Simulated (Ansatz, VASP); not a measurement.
## BN in VASP and in Ansatz

Contents of INCAR:

```
SYSTEM = BN
PREC = Accurate ; ENCUT = 520
EDIFF = 1E-6 ; ISMEAR = 0
SIGMA = 0.05 ; LREAL = .FALSE.
LASPH = .TRUE. ; NELM = 60
ALGO = Normal ; ISIF = 2
LWAVE = .FALSE. ; LCHARG = .TRUE.
GGA = CA ; LELF = .TRUE.
LVHAR = .TRUE. ; NBANDS = 16
```

File KPOINTS:

```
regular mesh
0
G
  12 12 4
  0 0 0
```

The input POSCAR:

```
BN
1.0
    2.5084269455      0.0000000000      0.0000000000
   -1.2542134727      2.1723614583      0.0000000000
    0.0000000000      0.0000000000      6.3917226998
B N
2 2
Direct
    0.3333333333      0.6666666667      0.2500000000
    0.6666666667      0.3333333333      0.7500000000
    0.3333333333      0.6666666667      0.7500000000
    0.6666666667      0.3333333333      0.2500000000
```

Input for Ansatz:

```yaml
crystal:
  lattice:
    - [2.5084269455, 0.0, 0.0]
    - [-1.2542134727, 2.1723614583, 0.0]
    - [0.0, 0.0, 6.3917226998]
  atoms:
    - { symbol: B, position: [0.3333333333, 0.6666666667, 0.25] }
    - { symbol: B, position: [0.6666666667, 0.3333333333, 0.75] }
    - { symbol: "N", position: [0.3333333333, 0.6666666667, 0.75] }
    - { symbol: "N", position: [0.6666666667, 0.3333333333, 0.25] }
basis:
  ecutwfc: 520.0
kpoints:
  mp_grid: { grid: [12, 12, 4] }
hamiltonian:
  xc: lda
  pseudopotentials: { kind: paw, azcp: { folder: soft_1 } }
scf:
  occupations: { method: gaussian, width: 0.05 }
output:
  forces: true
  stress: true
  eigenvalues: true
```

Alike in both runs: task single point; functional LDA; k mesh 12 × 12 × 4; occupations gaussian, width 0.05 eV; no spin polarisation.

```csv
,VASP,Ansatz
version,VASP 6.6.1,Ansatz 0.2.0
potentials or method,"VASP PAW LDA potentials, release 64 (B, N), cutoff 520 eV","scalar-relativistic, plane waves, PAW"
valence electrons in the cell,16,16
```

```csv
,VASP,Ansatz,Ansatz less VASP
gap on the k mesh at the Fermi level (eV),3.97,3.99,+0.012
least direct gap on the mesh (eV),4.35,4.36,+0.012
pressure (GPa),-5.2,-5.8,-0.60
"traceless stress, the component that is largest in VASP (GPa)",5.43,6.22,+0.790
```

Ansatz warns that its potentials were made for another functional, while VASP's fit it. LDA's correlation is that of Perdew and Zunger in VASP and of Perdew and Wang (1992) in Ansatz.
